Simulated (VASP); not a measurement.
# Cl (Im-3m) in VASP: notebook

Runs on Cl. Level: PBE. Tasks: single point.

Everything below comes from runs of VASP 6.6.1. Logs are shortened: lines on timing, memory, paths and dates and some standing lists are left out, and cuts for length are marked.

## 1. The cell of the first run

Symmetry: Im-3m, No. 229, cubic system. Conventional cell: a = 2.585 Å, b = 2.585 Å, c = 2.585 Å, α = 90.00°, β = 90.00°, γ = 90.00°. Within 3.0 Å of Cl (site symmetry m-3m) lie 14 Cl at 2.24 to 2.59 Å.

## 2. Single point, PBE (volume scaled by 0.4)

File INCAR:

```
  PREC = Accurate
  ENCUT = 520
  EDIFF = 1E-7
  ISMEAR = -1
  SIGMA = 0.1
  LREAL = F
  LASPH = T
  NELM = 100
  ALGO = Normal
  ISIF = 2
  LWAVE = F
  LCHARG = F
  GGA = PE
  NBANDS = 10
```

File KPOINTS:

```
Automatic mesh
0
Gamma
  17 17 17
```

File POSCAR:

```
Cl
1.0
   -1.2926733387      1.2926733387      1.2926733387
    1.2926733387     -1.2926733387      1.2926733387
    1.2926733387      1.2926733387     -1.2926733387
Cl
1
Direct
    0.0000000000      0.0000000000      0.0000000000
```

Potentials or basis: VASP PAW PBE potentials, release 64 (Cl).

Run with:

```console
$ cat potpaw_PBE.64/Cl/POTCAR > POTCAR
$ mpirun -np 1 vasp_std > vasp.out
```

OUTCAR:

```text
PREC = Accurate
   ENCUT = 520
   EDIFF = 1E-7
   ISMEAR = -1
   LREAL = F
   LASPH = T
   NELM = 100
   ISIF = 2
   GGA = PE

 ion  position               nearest neighbor table
   1  0.000  0.000  0.000-

  LATTYP: Found a body centered cubic cell.
 ALAT       =     2.5853466774

  Lattice vectors:

 A1 = (  -1.2926733387,   1.2926733387,   1.2926733387)
 A2 = (   1.2926733387,  -1.2926733387,   1.2926733387)
 A3 = (   1.2926733387,   1.2926733387,  -1.2926733387)

Analysis of symmetry for initial positions (statically):
=====================================================================
 Subroutine PRICEL returns:
 Original cell was already a primitive cell.

 Routine SETGRP: Setting up the symmetry group for a
 body centered cubic supercell.

 Subroutine GETGRP returns: Found 48 space group operations
[... 9 lines left out ...]

 Routine SETGRP: Setting up the symmetry group for a
 body centered cubic supercell.

 Subroutine GETGRP returns: Found 48 space group operations
[... 11 lines left out ...]
                                     Primitive cell

  volume of cell :       8.6403

  direct lattice vectors                    reciprocal lattice vectors
    -1.292673339  1.292673339  1.292673339     0.000000000  0.386795322  0.386795322
     1.292673339 -1.292673339  1.292673339     0.386795322  0.000000000  0.386795322
     1.292673339  1.292673339 -1.292673339     0.386795322  0.386795322  0.000000000

  length of vectors
     2.238975900  2.238975900  2.238975900     0.547011190  0.547011190  0.547011190

  position of ions in fractional coordinates (direct lattice)
     0.000000000  0.000000000  0.000000000

  ion indices of the primitive-cell ions
   primitive index   ion index
                 1           1

----------------------------------------------------------------------------------------

 KPOINTS: Automatic mesh

Automatic generation of k-mesh.
 Grid dimensions read from file:
 generate k-points for:   17   17   17

 Generating k-lattice:

  Cartesian coordinates                     Fractional coordinates (reciprocal lattice)
     0.000000000  0.022752666  0.022752666     0.058823529  0.000000000  0.000000000
     0.022752666  0.000000000  0.022752666     0.000000000  0.058823529  0.000000000
     0.022752666  0.022752666  0.000000000     0.000000000  0.000000000  0.058823529

  Length of vectors
     0.032177129  0.032177129  0.032177129

  Shift w.r.t. Gamma in fractional coordinates (k-lattice)
     0.000000000  0.000000000  0.000000000

 Subroutine IBZKPT returns following result:
 ===========================================

 Found    165 irreducible k-points:

 Following reciprocal coordinates:
            Coordinates               Weight
  0.000000  0.000000  0.000000      1.000000
  0.058824  0.000000  0.000000     12.000000
  0.117647  0.000000  0.000000     12.000000
  0.176471  0.000000  0.000000     12.000000
  0.235294  0.000000  0.000000     12.000000
  0.294118  0.000000  0.000000     12.000000
[... 16 lines left out ...]
  0.411765  0.117647  0.000000     48.000000
  0.176471  0.176471  0.000000     24.000000
 [... further k-points ...]
   k-points           NKPTS =    165   k-points in BZ     NKDIM =    165   number of bands    NBANDS=     10
   number of dos      NEDOS =    301   number of ions     NIONS =      1
   total plane-waves  NPLWV =   5832
   dimension x,y,z NGX =    18 NGY =   18 NGZ =   18
   dimension x,y,z NGXF=    36 NGYF=   36 NGZF=   36
   ions per type =               1
   NGX,Y,Z   is equivalent  to a cutoff of  13.37, 13.37, 13.37 a.u.
   NGXF,Y,Z  is equivalent  to a cutoff of  26.73, 26.73, 26.73 a.u.
 SYSTEM =  unknown system
   PREC   = accura    normal or accurate (medium, high low for compatibility)
   ISTART =      0    job   : 0-new  1-cont  2-samecut
   ICHARG =      2    charge: 1-file 2-atom 10-const
   ISPIN  =      1    spin polarized calculation?
   LNONCOLLINEAR =      F non collinear calculations
   LSORBIT =      F    spin-orbit coupling
   LASPH  =      T    aspherical Exc in radial PAW
   ENCUT  =  520.0 eV  38.22 Ry    6.18 a.u.   4.16  4.16  4.16*2*pi/ulx,y,z
   NELM   =    100;   NELMIN=  2; NELMDL= -5     # of ELM steps
   EDIFF  = 0.1E-06   stopping-criterion for ELM
   LREAL  =      F    real-space projection
   EDIFFG = 0.1E-05   stopping-criterion for IOM
   NSW    =      0    number of steps for IOM
   IBRION =     -1    ionic relax: 0-MD 1-quasi-New 2-CG
   NFREE  =      0    steps in history (QN), initial steepest desc. (CG)
   ISIF   =      2    stress and relaxation
   ISYM   =      2    0-nonsym 1-usesym 2-fastsym
   POTIM  = 0.5000    time-step for ionic-motion
   TEBEG  =    0.0;   TEEND  =   0.0 temperature during run
   PSTRESS=    0.0 pullay stress
   NELECT =       7.0000    total number of electrons
   NUPDOWN=      -1.0000    fix difference up-down
   EMIN   =  10.00;   EMAX   =-10.00  energy-range for DOS
   EFERMI =   0.00;   METHOD = LEGACY
   ISMEAR =    -1;   SIGMA  =   0.10  broadening in eV -4-tet -1-fermi 0-gaus
   EFERMI_NEDOS =   21; number of points for ismear=-14 and -15
   IALGO  =     38    algorithm
   IMIX   =      4    mixing-type and parameters
     AMIX     =   0.40;   BMIX     =  1.00
     AMIX_MAG =   1.60;   BMIX_MAG =  1.00
  volume/ion in A,a.u.               =       8.64        58.31
  Fermi-wavevector in a.u.,A,eV,Ry     =   1.526155  2.884015 31.690009  2.329150
  Thomas-Fermi vector in A             =   2.634227
   LORBIT       =      0    0 simple, 1 ext, 2 COOP (PROOUT), +10 PAW based schemes
   GGA     = PE    functional components
   LHFCALC =     F    Hartree Fock is set to
   AEXX    =    0.0000 exact exchange contribution
   IVDW    =     0    specifies the selected vdW correction
   LEPSILON=     F    determine dielectric tensor
   LRPA    =     F    only Hartree local field effects (RPA)
 non-spin polarized calculation
  energy-cutoff  :      520.00
  volume of cell :        8.64
 maximum number of plane-waves:       241
 NGX is ok and might be reduce to    18
   NGX =  9   NGY =  9   NGZ =  9

 number of electron       7.0000000 magnetization

 Free energy of the ion-electron system (eV)
  ---------------------------------------------------
  ext. energy  EPLUGINS =         0.00000000
  ---------------------------------------------------
  free energy    TOTEN  =         3.23772871 eV

  energy without entropy =        3.25597406  energy(sigma->0) =        3.24685138

 E-fermi :  18.4501     XC(G=0): -14.3872

 val. band max:       18.4479624188   @ k =   0.2353   0.0000   0.0000
 cond. band min:      18.4586184317   @ k =  -0.3529   0.4706   0.1176
 fundamental gap:      0.0106560129
 Fermi energy:        18.4500898959

 k-point     1 :       0.0000    0.0000    0.0000
  band No.  band energies     occupation
      1      -8.7222      2.00000
      2      21.8874      0.00000
      3      21.8874      0.00000
      4      21.8874      0.00000
      5      31.1022      0.00000
      6      31.1022      0.00000
      7      31.1022      0.00000
      8      36.8063      0.00000
      9      36.8063      0.00000
     10      41.8689      0.00000

 k-point     2 :       0.0588    0.0000    0.0000
  band No.  band energies     occupation
      1      -8.5819      2.00000
      2      21.1404      0.00000
      3      21.4938      0.00000
      4      21.8224      0.00000
      5      30.7146      0.00000
      6      31.1750      0.00000
      7      31.7584      0.00000
      8      35.9345      0.00000
      9      36.6629      0.00000
     10      42.2158      0.00000

 k-point     3 :       0.1176    0.0000    0.0000
  band No.  band energies     occupation
      1      -8.1620      2.00000
      2      19.2136      0.00097
      3      20.5644      0.00000
      4      21.6343      0.00000
      5      29.7632      0.00000
      6      30.8563      0.00000
      7      33.4729      0.00000
      8      35.1135      0.00000
      9      36.4293      0.00000
     10      43.2097      0.00000

 k-point     4 :       0.1765    0.0000    0.0000
  band No.  band energies     occupation
      1      -7.4653      2.00000
      2      16.6379      2.00000
      3      19.4781      0.00007
      4      21.3463      0.00000
      5      28.6051      0.00000
      6      29.7704      0.00000
      7      35.4470      0.00000
      8      35.8578      0.00000
      9      36.3945      0.00000
     10      44.6937      0.00000

 k-point     5 :       0.2353    0.0000    0.0000
  band No.  band energies     occupation
      1      -6.4975      2.00000
      2      13.7919      2.00000
      3      18.4480      1.01064
      4      20.9979      0.00000
      5      27.4768      0.00000
      6      28.5160      0.00000
      7      36.3940      0.00000
      8      36.7026      0.00000
      9      38.6803      0.00000
     10      46.4138      0.00000

 k-point     6 :       0.2941    0.0000    0.0000
  band No.  band energies     occupation
      1      -5.2695      2.00000
      2      10.9052      2.00000
      3      17.5709      1.99970
      4      20.6394      0.00000
      5      26.4994      0.00000
      6      27.4309      0.00000
      7      37.3885      0.00000
      8      37.5929      0.00000
      9      41.8036      0.00000
     10      47.9723      0.00000
[... 183 lines left out ...]
 k-point    21 :       0.2941    0.1176    0.0000
  band No.  band energies     occupation
      1      -3.4046      2.00000
      2       8.4172      2.00000
      3      14.7699      2.00000
      4      18.8838      0.02581
      5      26.9626      0.00000
      6      29.2416      0.00000
      7      36.0812      0.00000
      8      40.6180      0.00000
      9      43.9630      0.00000
     10      47.7324      0.00000

 k-point    22 :       0.3529    0.1176    0.0000
  band No.  band energies     occupation
      1      -1.7762      2.00000
      2       5.9297      2.00000
      3      14.2332      2.00000
      4      18.5575      0.50936
      5      26.5254      0.00000
      6      29.0168      0.00000
      7      37.2176      0.00000
      8      40.9408      0.00000
      9      46.4322      0.00000
     10      47.3158      0.00000

 k-point    23 :       0.4118    0.1176    0.0000
  band No.  band energies     occupation
      1      -0.2773      2.00000
      2       3.9882      2.00000
      3      13.9675      2.00000
      4      18.3870      1.30549
      5      26.2973      0.00000
      6      28.8987      0.00000
      7      38.6033      0.00000
      8      40.0280      0.00000
      9      47.4338      0.00000
     10      48.4023      0.00000

 k-point    24 :       0.1765    0.1765    0.0000
  band No.  band energies     occupation
      1      -4.9965      2.00000
      2      12.0238      2.00000
      3      14.7076      2.00000
      4      19.1873      0.00126
      5      28.0696      0.00000
      6      30.2881      0.00000
      7      35.4394      0.00000
      8      37.7006      0.00000
      9      41.6939      0.00000
     10      48.7609      0.00000

 [... further k-points ...]
[... 5 lines left out ...]
  --------------------------------------------------------------------------------------
  -------------------------------------------------------------------------------------
  Total       12.7345511     12.7345511     12.7345511      0.0000000      0.0000000      0.0000000
  in kB     2361.3907430   2361.3907430   2361.3907430      0.0000000      0.0000000      0.0000000
  external PRESSURE =    2361.3907430 kB  Pullay stress =       0.0000000 kB

 VOLUME and BASIS-vectors are now :
 -----------------------------------------------------------------------------
  energy-cutoff  :      520.00
  volume of cell :        8.64
      direct lattice vectors                 reciprocal lattice vectors
    -1.292673339  1.292673339  1.292673339     0.000000000  0.386795322  0.386795322
     1.292673339 -1.292673339  1.292673339     0.386795322  0.000000000  0.386795322
     1.292673339  1.292673339 -1.292673339     0.386795322  0.386795322  0.000000000

 POSITION                                       TOTAL-FORCE (eV/Angst)
 -----------------------------------------------------------------------------------
      0.00000      0.00000      0.00000        -0.000000      0.000000      0.000000
 -----------------------------------------------------------------------------------
    total drift:                               -0.000000      0.000000     -0.000000

  FREE ENERGIE OF THE ION-ELECTRON SYSTEM (eV)
  ---------------------------------------------------
  free  energy   TOTEN  =         3.2377287084 eV

  energy  without entropy=        3.2559740574  energy(sigma->0) =        3.24685138
```

Run time: 5.7 s. Hardware: 1 thread of AMD EPYC 9R45 (Zen 5), shared host; peak memory 0.09 GiB.

Results:

```
Free energy : 3.2377 eV
Pressure    : 236.1 GPa
```

Levels at points of the mesh, in eV from the Fermi level:
| k point | band 1 | band 2 | band 3 | band 4 | band 5 | band 6 | band 7 | band 8 |
| --- | --- | --- | --- | --- | --- | --- | --- | --- |
| (0.00, 0.00, 0.00) | -27.17 | 3.44 | 3.44 | 3.44 | 12.65 | 12.65 | 12.65 | 18.36 |

Caveat: an odd number of electrons without spin polarisation forces a metal; a magnetic or distorted state may lie lower.

## 3. Single point, PBE (volume scaled by 0.4)

File INCAR:

```
SYSTEM = Cl
  ALGO = Normal
  EDIFF = 1E-6
  ENCUT = 520
  GGA = PE
  ISIF = 2
  ISMEAR = -1
  LASPH = .TRUE.
  LCHARG = .FALSE.
  LREAL = .FALSE.
  LWAVE = .FALSE.
  NBANDS = 10
  NELM = 60
  PREC = Accurate
  SIGMA = 0.1
```

File KPOINTS:

```
k-points
0
G
  17 17 17
  0 0 0
```

POSCAR is that of step 2.

Potentials or basis: VASP PAW PBE potentials, release 64 (Cl).

Run with:

```console
$ cat potpaw_PBE.64/Cl/POTCAR > POTCAR
$ mpirun -np 1 vasp_std > vasp.out
```

Wall time 5 s (1 thread of AMD EPYC 9R45 (Zen 5), shared host); peak memory 0.09 GiB.

Results (log left out):

```
Free energy : 3.2377 eV
Pressure    : 236.1 GPa
```

Levels at points of the mesh, in eV from the Fermi level:
```tsv
k point	band 2	band 3	band 4	band 5	band 6	band 7
(0.00, 0.00, 0.00)	3.44	3.44	3.44	12.65	12.65	12.65
```

Caveat: an odd number of electrons without spin polarisation forces a metal; a magnetic or distorted state may lie lower.
